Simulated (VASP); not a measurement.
# PbO2 (P4_2/mnm) in VASP: single point with PBE

Aim: the single point of PbO2 with PBE.

All numbers are computed with VASP 6.6.1; they aren't measurements. Logs are shortened: lines on timing, memory, paths and dates and some standing lists are left out, and cuts for length are marked.

### Step 1. The cell of the first run

It takes space group P4_2/mnm (No. 136, tetragonal). The conventional cell has a = 5.083 Å, b = 5.083 Å, c = 3.442 Å, α = 90.00°, β = 90.00°, γ = 90.00°. Within 2.9 Å of Pb (site symmetry mmm) lie 6 O at 2.21 Å. Within 2.9 Å of O (site symmetry m2m) lie 3 Pb at 2.21 Å and 1 O at 2.76 Å.

### Step 2. Single point, PBE

INCAR

```
PREC = Accurate
ENCUT = 520
EDIFF = 1E-6
ISMEAR = 0
SIGMA = 0.1
LREAL = False
LASPH = True
NELM = 100
ALGO = Normal
ISIF = 2
LWAVE = False
LCHARG = False
GGA = PE
ISYM = 0
NBANDS = 35
```

KPOINTS

```
regular mesh
0
Gamma
  7 6 12
```

POSCAR

```
PbO2
1.0
    5.0826191380      0.0000000000      0.0000000000
    0.0000000000      6.1386006885      0.0000000000
    0.0000000000     -1.9303098071      2.8501412526
Pb O
2 4
Direct
    0.0000000000      0.0000000000      0.0000000000
    0.5000000000      0.5000000000      0.0000000000
    0.6919966928      0.3080033072      0.3080033072
    0.8080033072      0.8080033072      0.3080033072
    0.1919966928      0.1919966928      0.6919966928
    0.3080033072      0.6919966928      0.6919966928
```

Potentials or basis: VASP PAW PBE potentials, release 64 (Pb_d, O).

The run is started by

```sh
cat potpaw_PBE.64/Pb_d/POTCAR potpaw_PBE.64/O/POTCAR > POTCAR
mpirun -np 1 vasp_std > vasp.out
```

OUTCAR:

```text
PREC = Accurate
   ENCUT = 520
   EDIFF = 1E-6
   ISMEAR = 0
   LREAL = False
   LASPH = True
   NELM = 100
   ISIF = 2
   GGA = PE
   ISYM = 0

 ion  position               nearest neighbor table
   1  0.000  0.000  0.000-   4 2.21   5 2.21   5 2.21   4 2.21   6 2.21   3 2.21   2 3.98   2 3.98
                             2 3.98   2 3.98   2 3.98   2 3.98   2 3.98   2 3.98
   2  0.500  0.500  0.000-   3 2.21   6 2.21   6 2.21   3 2.21   4 2.21   5 2.21   1 3.98   1 3.98
                             1 3.98   1 3.98   1 3.98   1 3.98   1 3.98   1 3.98
   3  0.692  0.308  0.308-   2 2.21   2 2.21   1 2.21
   4  0.808  0.808  0.308-   1 2.21   1 2.21   2 2.21
   5  0.192  0.192  0.692-   1 2.21   1 2.21   2 2.21
   6  0.308  0.692  0.692-   2 2.21   2 2.21   1 2.21

IMPORTANT INFORMATION: All symmetrisations will be switched off!
NOSYMM: (Re-)initialisation of all symmetry stuff for point group C_1.

----------------------------------------------------------------------------------------

                                     Primitive cell

  volume of cell :      88.9249

  direct lattice vectors                    reciprocal lattice vectors
     5.082619138  0.000000000  0.000000000     0.196748954  0.000000000  0.000000000
     0.000000000  6.138600689  0.000000000     0.000000000  0.162903575  0.110329398
     0.000000000 -1.930309807  2.850141253     0.000000000  0.000000000  0.350859804

  length of vectors
     5.082619138  6.138600689  3.442295907     0.196748954  0.196748954  0.350859804

  position of ions in fractional coordinates (direct lattice)
     0.000000000  0.000000000  0.000000000
     0.500000000  0.500000000  0.000000000
     0.691996693  0.308003307  0.308003307
     0.808003307  0.808003307  0.308003307
     0.191996693  0.191996693  0.691996693
     0.308003307  0.691996693  0.691996693

  ion indices of the primitive-cell ions
   primitive index   ion index
                 1           1
                 2           2
                 3           3
                 4           4
                 5           5
                 6           6

----------------------------------------------------------------------------------------

 KPOINTS: regular mesh

Automatic generation of k-mesh.
 Grid dimensions read from file:
 generate k-points for:    7    6   12

 Generating k-lattice:

  Cartesian coordinates                     Fractional coordinates (reciprocal lattice)
     0.028106993  0.000000000  0.000000000     0.142857143  0.000000000  0.000000000
     0.000000000  0.027150596  0.018388233     0.000000000  0.166666667 -0.000000000
     0.000000000  0.000000000  0.029238317     0.000000000  0.000000000  0.083333333

  Length of vectors
     0.028106993  0.032791492  0.029238317

  Shift w.r.t. Gamma in fractional coordinates (k-lattice)
     0.000000000  0.000000000  0.000000000

 -----------------------------------------------------------------------------
|                                                                             |
|           W    W    AA    RRRRR   N    N  II  N    N   GGGG   !!!           |
|           W    W   A  A   R    R  NN   N  II  NN   N  G    G  !!!           |
|           W    W  A    A  R    R  N N  N  II  N N  N  G       !!!           |
|           W WW W  AAAAAA  RRRRR   N  N N  II  N  N N  G  GGG   !            |
|           WW  WW  A    A  R   R   N   NN  II  N   NN  G    G                |
|           W    W  A    A  R    R  N    N  II  N    N   GGGG   !!!           |
|                                                                             |
|     Your reciprocal lattice and k-lattice belong to different lattice       |
|     classes:                                                                |
|                                                                             |
|        The reciprocal lattice is simple tetragonal,                         |
|        whereas your k-lattice is base centered orthorhombic.                |
|                                                                             |
|     Results are often still useful ...                                      |
|                                                                             |
 -----------------------------------------------------------------------------

 WARNING: IBZKPT: internal override: KBLOWUP is changed to .FALSE.
      ... skipping the blow-up phase ...

 Subroutine IBZKPT returns following result:
 ===========================================

 Found    254 irreducible k-points:

 Following reciprocal coordinates:
            Coordinates               Weight
  0.000000  0.000000  0.000000      1.000000
  0.142857  0.000000  0.000000      2.000000
  0.285714  0.000000  0.000000      2.000000
  0.428571  0.000000  0.000000      2.000000
  0.000000  0.166667  0.000000      2.000000
  0.142857  0.166667  0.000000      2.000000
[... 16 lines left out ...]
  0.000000  0.000000  0.083333      2.000000
  0.142857  0.000000  0.083333      2.000000
 [... further k-points ...]
   k-points           NKPTS =    254   k-points in BZ     NKDIM =    254   number of bands    NBANDS=     35
   number of dos      NEDOS =    301   number of ions     NIONS =      6
   total plane-waves  NPLWV =  53760
   dimension x,y,z NGX =    40 NGY =   48 NGZ =   28
   dimension x,y,z NGXF=    80 NGYF=   96 NGZF=   56
   ions per type =               2   4
   NGX,Y,Z   is equivalent  to a cutoff of  13.08, 13.00, 13.52 a.u.
   NGXF,Y,Z  is equivalent  to a cutoff of  26.17, 26.00, 27.05 a.u.
 SYSTEM =  unknown system
   PREC   = accura    normal or accurate (medium, high low for compatibility)
   ISTART =      0    job   : 0-new  1-cont  2-samecut
   ICHARG =      2    charge: 1-file 2-atom 10-const
   ISPIN  =      1    spin polarized calculation?
   LNONCOLLINEAR =      F non collinear calculations
   LSORBIT =      F    spin-orbit coupling
   LASPH  =      T    aspherical Exc in radial PAW
   ENCUT  =  520.0 eV  38.22 Ry    6.18 a.u.   9.45 11.41  6.40*2*pi/ulx,y,z
   NELM   =    100;   NELMIN=  2; NELMDL= -5     # of ELM steps
   EDIFF  = 0.1E-05   stopping-criterion for ELM
   LREAL  =      F    real-space projection
   EDIFFG = 0.1E-04   stopping-criterion for IOM
   NSW    =      0    number of steps for IOM
   IBRION =     -1    ionic relax: 0-MD 1-quasi-New 2-CG
   NFREE  =      0    steps in history (QN), initial steepest desc. (CG)
   ISIF   =      2    stress and relaxation
   ISYM   =      0    0-nonsym 1-usesym 2-fastsym
   POTIM  = 0.5000    time-step for ionic-motion
   TEBEG  =    0.0;   TEEND  =   0.0 temperature during run
   PSTRESS=    0.0 pullay stress
   NELECT =      52.0000    total number of electrons
   NUPDOWN=      -1.0000    fix difference up-down
   EMIN   =  10.00;   EMAX   =-10.00  energy-range for DOS
   EFERMI =   0.00;   METHOD = LEGACY
   ISMEAR =     0;   SIGMA  =   0.10  broadening in eV -4-tet -1-fermi 0-gaus
   EFERMI_NEDOS =   21; number of points for ismear=-14 and -15
   IALGO  =     38    algorithm
   IMIX   =      4    mixing-type and parameters
     AMIX     =   0.40;   BMIX     =  1.00
     AMIX_MAG =   1.60;   BMIX_MAG =  1.00
  volume/ion in A,a.u.               =      14.82       100.02
  Fermi-wavevector in a.u.,A,eV,Ry     =   1.368994  2.587023 25.499280  1.874144
  Thomas-Fermi vector in A             =   2.494909
   LORBIT       =      0    0 simple, 1 ext, 2 COOP (PROOUT), +10 PAW based schemes
   GGA     = PE    functional components
   LHFCALC =     F    Hartree Fock is set to
   AEXX    =    0.0000 exact exchange contribution
   IVDW    =     0    specifies the selected vdW correction
   LEPSILON=     F    determine dielectric tensor
   LRPA    =     F    only Hartree local field effects (RPA)
 non-spin polarized calculation
 Gauss-broadening in eV      SIGMA  =   0.10
  energy-cutoff  :      520.00
  volume of cell :       88.92
 maximum number of plane-waves:      2425
 NGX is ok and might be reduce to    40
   NGX = 19   NGY = 23   NGZ = 13

 number of electron      51.9999995 magnetization

 Free energy of the ion-electron system (eV)
  ---------------------------------------------------
  ext. energy  EPLUGINS =         0.00000000
  ---------------------------------------------------
  free energy    TOTEN  =       -31.86987620 eV

  energy without entropy =      -31.86708014  energy(sigma->0) =      -31.86847817

 E-fermi :   3.7453     XC(G=0): -10.3702

 val. band max:        3.7032083697   @ k =  -0.1429  -0.1667   0.0833
 cond. band min:       3.7455674251   @ k =   0.0000   0.1667   0.0000
 fundamental gap:      0.0423590554
 Fermi energy:         3.7453146376

 k-point     1 :       0.0000    0.0000    0.0000
  band No.  band energies     occupation
      1     -14.2538      2.00000
      2     -14.2140      2.00000
      3     -12.6583      2.00000
      4     -12.6583      2.00000
      5     -11.7725      2.00000
      6     -11.6247      2.00000
[... 27 lines left out ...]
     34      14.2417      0.00000
     35      15.3020      0.00000

 k-point     2 :       0.1429    0.0000    0.0000
  band No.  band energies     occupation
      1     -14.2075      2.00000
      2     -14.1827      2.00000
      3     -12.8372      2.00000
      4     -12.7572      2.00000
      5     -11.5968      2.00000
      6     -11.5893      2.00000
[... 27 lines left out ...]
     34      14.5945      0.00000
     35      15.3183      0.00000

 k-point     3 :       0.2857    0.0000    0.0000
  band No.  band energies     occupation
      1     -14.0945      2.00000
      2     -14.0844      2.00000
      3     -13.1299      2.00000
      4     -12.9927      2.00000
      5     -11.5843      2.00000
      6     -11.5840      2.00000
[... 27 lines left out ...]
     34      15.2866      0.00000
     35      15.4065      0.00000
[... 723 lines left out ...]
 k-point    23 :       0.0000    0.0000    0.0833
  band No.  band energies     occupation
      1     -14.1873      2.00000
      2     -14.1665      2.00000
      3     -12.8752      2.00000
      4     -12.8511      2.00000
      5     -11.7275      2.00000
      6     -11.6049      2.00000
[... 27 lines left out ...]
     34      14.4225      0.00000
     35      15.3148      0.00000

 k-point    24 :       0.1429    0.0000    0.0833
  band No.  band energies     occupation
      1     -14.1791      2.00000
      2     -14.1004      2.00000
      3     -13.0560      2.00000
      4     -12.8483      2.00000
      5     -11.6705      2.00000
      6     -11.5936      2.00000
[... 27 lines left out ...]
     34      14.7078      0.00000
     35      15.3321      0.00000

 [... further k-points ...]
[... 5 lines left out ...]
  --------------------------------------------------------------------------------------
  -------------------------------------------------------------------------------------
  Total        0.0669368      0.1195748      0.1707938     -0.0002136     -0.0642769     -0.0001456
  in kB        1.2060142      2.1544034      3.0772265     -0.0038492     -1.1580891     -0.0026229
  external PRESSURE =       2.1458814 kB  Pullay stress =       0.0000000 kB

 VOLUME and BASIS-vectors are now :
 -----------------------------------------------------------------------------
  energy-cutoff  :      520.00
  volume of cell :       88.92
      direct lattice vectors                 reciprocal lattice vectors
     5.082619138  0.000000000  0.000000000     0.196748954  0.000000000  0.000000000
     0.000000000  6.138600689  0.000000000     0.000000000  0.162903575  0.110329398
     0.000000000 -1.930309807  2.850141253     0.000000000  0.000000000  0.350859804

 POSITION                                       TOTAL-FORCE (eV/Angst)
 -----------------------------------------------------------------------------------
      0.00000      0.00000      0.00000        -0.000007     -0.000010     -0.000007
      2.54131      3.06930      0.00000        -0.000031     -0.000023     -0.000015
      3.51716      1.29617      0.87785         0.009627     -0.008801     -0.006059
      4.10677      4.36547      0.87785        -0.009616     -0.008790     -0.006051
      0.97585     -0.15718      1.97229         0.009681      0.008834      0.006082
      1.56546      2.91212      1.97229        -0.009654      0.008790      0.006050
 -----------------------------------------------------------------------------------
    total drift:                                0.000033      0.000028      0.000018

  FREE ENERGIE OF THE ION-ELECTRON SYSTEM (eV)
  ---------------------------------------------------
  free  energy   TOTEN  =       -31.8698761998 eV

  energy  without entropy=      -31.8670801412  energy(sigma->0) =      -31.86847817
```

Run time: 22 min. Hardware: 1 thread of Intel Xeon 8259CL, shared host; peak memory 0.67 GiB.

What came out:

* Free energy: -31.8699 eV
* Pressure: 0.2 GPa
* Largest force: 0.014 eV/Å
* Band gap on the k mesh: 0.04 eV (least direct gap 0.12 eV)

Forces on the atoms (eV/Å):
```
Pb   0.000  0.000  0.000
Pb   0.000  0.000  0.000
O    0.010 -0.009 -0.006
O   -0.010 -0.009 -0.006
O    0.010  0.009  0.006
O   -0.010  0.009  0.006
```

Stress tensor (GPa, compression positive):
```
 0.12  0.00  0.00
 0.00  0.22 -0.12
 0.00 -0.12  0.31
```

Levels at points of the mesh, in eV from the valence-band top:
```
           k point  band 23  band 24  band 25  band 26  band 27  band 28  band 29  band 30
(0.00, 0.00, 0.00)    -0.61    -0.61    -0.53    -0.53     0.12     3.90     5.77     5.77
(0.00, 0.50, 0.00)    -0.63    -0.63    -0.33    -0.33     2.09     2.09     6.36     6.36
(0.00, 0.00, 0.50)    -0.68    -0.68    -0.25    -0.25     3.68     3.68     7.03     7.03
(0.00, 0.50, 0.50)    -0.99    -0.99    -0.70    -0.70     3.41     3.41     8.62     8.62
```

Caveat: spin-orbit coupling is left out, which moves the levels of the heavy elements. A k mesh can miss the band edges.
